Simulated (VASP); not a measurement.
The system is KI.

```
K I
1.0
     4.29094    0.00000    0.00000
     0.00000    4.29094    0.00000
     0.00000    0.00000    4.29094
K I
1 1
Direct
  0.00000 0.00000 0.00000
  0.50000 0.50000 0.50000
```

Base run:

- Program: VASP 6.6.1
- Functional: r2SCAN
- Potentials or basis: VASP PAW PBE potentials, release 64 (K_sv, I)
- Cutoff: 520 eV
- k mesh: 4 × 4 × 4
- Occupations: gaussian, width 0.01 eV
- Spin: no spin polarisation

Its results: band gap on the k mesh 4.04 eV (least direct gap 4.41 eV); pressure 0.1 GPa.

Task: The run is repeated on the same cell with these changes: functional from r2SCAN to PBE. What comes out?

Result: Band gap on the k mesh 3.33 eV (least direct gap 3.69 eV); pressure 0.6 GPa.

Caveats: spin-orbit coupling is left out, which moves the levels of the heavy elements; the PAW data sets were made with another functional, which shifts forces and pressure a little (at least some runs).

A k mesh can miss the band edges.
